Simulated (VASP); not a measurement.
# Rh (Cmcm) in VASP: further runs, part 2 of 2

VASP 6.6.1. Earlier steps stand in the parts before.

### Step 3. Single point, LDA

This run uses another cell than the first one, of the same volume but with other edges.

INCAR reads:

```
ALGO = Fast
EDIFF = 1E-6
ENCUT = 520
GGA = CA
ISIF = 2
ISMEAR = 0
LASPH = T
LCHARG = F
LREAL = F
LWAVE = F
NBANDS = 38
NELM = 80
PREC = Accurate
SIGMA = 0.15
```

KPOINTS reads:

```
k-points
0
Gamma
  18 18 6
```

POSCAR reads:

```
Rh
1.0
    3.0469446963      0.0000000000      0.0000000000
   -1.5234723482      2.1324558973      0.0000000000
    0.0000000000      0.0000000000      8.0315990299
Rh
4
Direct
    0.0000000000      0.0000000000      0.0000000000
    0.3333333333      0.6666666667      0.2500000000
    0.0000000000      0.0000000000      0.5000000000
    0.6666666667      0.3333333333      0.7500000000
```

Potentials or basis: VASP PAW LDA potentials, release 64 (Rh_pv).

The run is started by

```sh
$ cat potpaw_LDA.64/Rh_pv/POTCAR > POTCAR
$ mpirun -np 1 vasp_std > vasp.out
```

OUTCAR:

```text
EDIFF = 1E-6
   ENCUT = 520
   GGA = CA
   ISIF = 2
   ISMEAR = 0
   LASPH = T
   LREAL = F
   NELM = 80
   PREC = Accurate

 ion  position               nearest neighbor table
   1  0.000  0.000  0.000-   2 2.46   4 2.46   4 2.62   2 2.62   4 2.62   2 2.62
   2  0.333  0.667  0.250-   1 2.46   3 2.46   1 2.62   3 2.62   1 2.62   3 2.62
   3  0.000  0.000  0.500-   2 2.46   4 2.46   4 2.62   2 2.62   4 2.62   2 2.62
   4  0.667  0.333  0.750-   1 2.46   3 2.46   1 2.62   3 2.62   1 2.62   3 2.62

  Warning from LATTYP: Monoclinic adjustment (A1->A3, A2->A1, A3->A2)!
  LATTYP: Found a base centered orthorhombic cell.
 ALAT       =     3.0469446963
 B/A-ratio  =     1.3997339039
 C/A-ratio  =     2.6359516927

  Lattice vectors:

 A1 = (   1.5234723482,  -2.1324558973,   0.0000000000)
 A2 = (   1.5234723481,   2.1324558973,   0.0000000000)
 A3 = (   0.0000000000,   0.0000000000,   8.0315990299)

Analysis of symmetry for initial positions (statically):
=====================================================================
 Subroutine PRICEL returns:
 Original cell was already a primitive cell.

 Routine SETGRP: Setting up the symmetry group for a
 base centered orthorhombic supercell.

 Subroutine GETGRP returns: Found  8 space group operations
 (whereof  4 operations were pure point group operations)
 out of a pool of  8 trial point group operations.

The static configuration has the point symmetry C_2h.
 The point group associated with its full space group is D_2h.

Analysis of symmetry for dynamics (positions and initial velocities):
=====================================================================
 Subroutine PRICEL returns:
 Original cell was already a primitive cell.

 Routine SETGRP: Setting up the symmetry group for a
 base centered orthorhombic supercell.

 Subroutine GETGRP returns: Found  8 space group operations
 (whereof  4 operations were pure point group operations)
 out of a pool of  8 trial point group operations.

The dynamic configuration has the point symmetry C_2h.
 The point group associated with its full space group is D_2h.

 Subroutine INISYM returns: Found  8 space group operations
 (whereof  4 operations are pure point group operations),
 and found     1 'primitive' translations

----------------------------------------------------------------------------------------

                                     Primitive cell

  volume of cell :      52.1851

  direct lattice vectors                    reciprocal lattice vectors
     3.046944696  0.000000000  0.000000000     0.328197621  0.234471438  0.000000000
    -1.523472348  2.132455897  0.000000000     0.000000000  0.468942875  0.000000000
     0.000000000  0.000000000  8.031599030     0.000000000  0.000000000  0.124508208

  length of vectors
     3.046944696  2.620751066  8.031599030     0.403349146  0.468942875  0.124508208

  position of ions in fractional coordinates (direct lattice)
     0.000000000  0.000000000  0.000000000
     0.333333333  0.666666667  0.250000000
     0.000000000  0.000000000  0.500000000
     0.666666667  0.333333333  0.750000000

  ion indices of the primitive-cell ions
[... 26 lines left out ...]

 Subroutine IBZKPT returns following result:
 ===========================================

 Found    364 irreducible k-points:

 Following reciprocal coordinates:
            Coordinates               Weight
  0.000000  0.000000  0.000000      1.000000
  0.055556  0.000000  0.000000      4.000000
  0.111111  0.000000  0.000000      4.000000
  0.166667 -0.000000  0.000000      4.000000
  0.222222  0.000000  0.000000      4.000000
  0.277778  0.000000  0.000000      4.000000
[... 16 lines left out ...]
 -0.333333  0.055556  0.000000      4.000000
 -0.277778  0.055556  0.000000      4.000000
 [... further k-points ...]
   k-points           NKPTS =    364   k-points in BZ     NKDIM =    364   number of bands    NBANDS=     38
   number of dos      NEDOS =    301   number of ions     NIONS =      4
   total plane-waves  NPLWV =  28800
   dimension x,y,z NGX =    24 NGY =   20 NGZ =   60
   dimension x,y,z NGXF=    48 NGYF=   40 NGZF=  120
   ions per type =               4
   NGX,Y,Z   is equivalent  to a cutoff of  13.09, 12.69, 12.42 a.u.
   NGXF,Y,Z  is equivalent  to a cutoff of  26.19, 25.37, 24.84 a.u.
 SYSTEM =  unknown system
   PREC   = accura    normal or accurate (medium, high low for compatibility)
   ISTART =      0    job   : 0-new  1-cont  2-samecut
   ICHARG =      2    charge: 1-file 2-atom 10-const
   ISPIN  =      1    spin polarized calculation?
   LNONCOLLINEAR =      F non collinear calculations
   LSORBIT =      F    spin-orbit coupling
   LASPH  =      T    aspherical Exc in radial PAW
   ENCUT  =  520.0 eV  38.22 Ry    6.18 a.u.   5.67  4.87 14.93*2*pi/ulx,y,z
   NELM   =     80;   NELMIN=  2; NELMDL= -5     # of ELM steps
   EDIFF  = 0.1E-05   stopping-criterion for ELM
   LREAL  =      F    real-space projection
   EDIFFG = 0.1E-04   stopping-criterion for IOM
   NSW    =      0    number of steps for IOM
   IBRION =     -1    ionic relax: 0-MD 1-quasi-New 2-CG
   NFREE  =      0    steps in history (QN), initial steepest desc. (CG)
   ISIF   =      2    stress and relaxation
   ISYM   =      2    0-nonsym 1-usesym 2-fastsym
   POTIM  = 0.5000    time-step for ionic-motion
   TEBEG  =    0.0;   TEEND  =   0.0 temperature during run
   PSTRESS=    0.0 pullay stress
   NELECT =      60.0000    total number of electrons
   NUPDOWN=      -1.0000    fix difference up-down
   EMIN   =  10.00;   EMAX   =-10.00  energy-range for DOS
   EFERMI =   0.00;   METHOD = LEGACY
   ISMEAR =     0;   SIGMA  =   0.15  broadening in eV -4-tet -1-fermi 0-gaus
   EFERMI_NEDOS =   21; number of points for ismear=-14 and -15
   IALGO  =     68    algorithm
   IMIX   =      4    mixing-type and parameters
     AMIX     =   0.40;   BMIX     =  1.00
     AMIX_MAG =   1.60;   BMIX_MAG =  1.00
  volume/ion in A,a.u.               =      13.05        88.04
  Fermi-wavevector in a.u.,A,eV,Ry     =   1.715048  3.240971 40.020051  2.941391
  Thomas-Fermi vector in A             =   2.792493
   LORBIT       =      0    0 simple, 1 ext, 2 COOP (PROOUT), +10 PAW based schemes
   GGA     = CA    functional components
   LHFCALC =     F    Hartree Fock is set to
   AEXX    =    0.0000 exact exchange contribution
   IVDW    =     0    specifies the selected vdW correction
   LEPSILON=     F    determine dielectric tensor
   LRPA    =     F    only Hartree local field effects (RPA)
 non-spin polarized calculation
 RMM-DIIS sequential band-by-band and
 Gauss-broadening in eV      SIGMA  =   0.15
  energy-cutoff  :      520.00
  volume of cell :       52.19
 maximum number of plane-waves:      1426
   NGX = 11   NGY =  9   NGZ = 29

 number of electron      60.0000001 magnetization

 Free energy of the ion-electron system (eV)
  ---------------------------------------------------
  ext. energy  EPLUGINS =         0.00000000
  ---------------------------------------------------
  free energy    TOTEN  =       -33.61605733 eV

  energy without entropy =      -33.55738696  energy(sigma->0) =      -33.58672215

 E-fermi :  12.6532     XC(G=0): -14.6551

 val. band max:       12.6508272818   @ k =   0.0000   0.2222   0.3333
 cond. band min:      12.6544289611   @ k =   0.4444   0.1111   0.1667
 fundamental gap:      0.0036016794
 Fermi energy:        12.6532347702

 k-point     1 :       0.0000    0.0000    0.0000
  band No.  band energies     occupation
      1     -34.6800      2.00000
      2     -34.1644      2.00000
      3     -34.0985      2.00000
      4     -33.6484      2.00000
      5     -33.6314      2.00000
      6     -33.6135      2.00000
[... 973 lines left out ...]
     37      23.1488      0.00000
     38      24.5414      0.00000

 [... further k-points ...]

------------------------ aborting loop because EDIFF is reached ----------------------------------------

  FORCE on cell =-STRESS in cart. coord.  units (eV):
  Direction    XX          YY          ZZ          XY          YZ          ZX
  --------------------------------------------------------------------------------------
  -------------------------------------------------------------------------------------
  Total       -0.8993316      7.5032066      9.5765464     -0.0000000      0.0000000      0.0000000
  in kB      -27.6111056    230.3619996    294.0172775     -0.0000000      0.0000000      0.0000000
  external PRESSURE =     165.5893905 kB  Pullay stress =       0.0000000 kB

 VOLUME and BASIS-vectors are now :
 -----------------------------------------------------------------------------
  energy-cutoff  :      520.00
  volume of cell :       52.19
      direct lattice vectors                 reciprocal lattice vectors
     3.046944696  0.000000000  0.000000000     0.328197621  0.234471438  0.000000000
    -1.523472348  2.132455897  0.000000000     0.000000000  0.468942875  0.000000000
     0.000000000  0.000000000  8.031599030     0.000000000  0.000000000  0.124508208

 POSITION                                       TOTAL-FORCE (eV/Angst)
 -----------------------------------------------------------------------------------
      0.00000      0.00000      0.00000         0.000000      0.000000     -0.000000
     -0.00000      1.42164      2.00790        -0.000000      1.291450     -0.000000
      0.00000      0.00000      4.01580         0.000000      0.000000     -0.000000
      1.52347      0.71082      6.02370         0.000000     -1.291450      0.000000
 -----------------------------------------------------------------------------------
    total drift:                               -0.000000      0.000000     -0.000000

  FREE ENERGIE OF THE ION-ELECTRON SYSTEM (eV)
  ---------------------------------------------------
  free  energy   TOTEN  =       -33.6160573265 eV

  energy  without entropy=      -33.5573869645  energy(sigma->0) =      -33.58672215
```

OSZICAR:

```text
N       E                     dE             d eps       ncg     rms          rms(c)
DAV:   1     0.779009089752E+03    0.77901E+03   -0.36542E+04 27992   0.185E+03
DAV:   2    -0.928307146936E+01   -0.78829E+03   -0.76597E+03 28750   0.580E+02
DAV:   3    -0.353650366019E+02   -0.26082E+02   -0.25375E+02 30744   0.116E+02
DAV:   4    -0.356213180326E+02   -0.25628E+00   -0.25605E+00 30510   0.116E+01
DAV:   5    -0.356256344096E+02   -0.43164E-02   -0.43163E-02 30740   0.152E+00    0.254E+01
RMM:   6    -0.337322709487E+02    0.18934E+01   -0.50897E+00 27826   0.150E+01    0.981E+00
RMM:   7    -0.337871654525E+02   -0.54895E-01   -0.69321E-01 28290   0.448E+00    0.491E+00
RMM:   8    -0.336426025293E+02    0.14456E+00   -0.30015E-01 28374   0.336E+00    0.280E+00
RMM:   9    -0.336168792324E+02    0.25723E-01   -0.52324E-02 28965   0.181E+00    0.526E-01
RMM:  10    -0.336159737859E+02    0.90545E-03   -0.33122E-03 30228   0.447E-01    0.793E-02
RMM:  11    -0.336160448632E+02   -0.71077E-04   -0.68213E-04 35186   0.192E-01    0.190E-02
RMM:  12    -0.336160559663E+02   -0.11103E-04   -0.13043E-04 38562   0.815E-02    0.194E-02
RMM:  13    -0.336160566921E+02   -0.72578E-06   -0.22043E-05 30634   0.430E-02    0.683E-03
RMM:  14    -0.336160573265E+02   -0.63447E-06   -0.69379E-06 24802   0.223E-02
   1 F= -.33616057E+02 E0= -.33586722E+02  d E =-.586704E-01
```

stdout:

```text
POSCAR found type information on POSCAR Rh
 POSCAR found :  1 types and       4 ions
 scaLAPACK will be used
 LDA part: xc-table for (Slater(with rela. corr.)+CA(PZ))
 , standard interpolation
 POSCAR, INCAR and KPOINTS ok, starting setup
 FFT: planning ... GRIDC
 FFT: planning ... GRID_SOFT
 FFT: planning ... GRID
 WAVECAR not read
 entering main loop
```

It took 11 min on 1 thread of Oxide Virtual Turin-like, shared host; peak memory 0.5 GiB.

What came out:

* Free energy: -33.6161 eV
* Pressure: 16.6 GPa
* Largest force: 1.291 eV/Å
* Band gap on the k mesh: zero (bands 30 and 31 overlap by 2.18 eV)

Forces on the atoms (eV/Å):
```
Rh   0.000  0.000  0.000
Rh   0.000  1.291  0.000
Rh   0.000  0.000  0.000
Rh   0.000 -1.291  0.000
```

Caveat: the cell differs from its parent crystal (strain +e along x and -e along y +0.1100, strain +e along z and -e/2 along x and y -0.0733); the cell stands under pressure; forces of over 1 eV/Å act on the atoms, so gaps and moduli don't describe the material at rest.
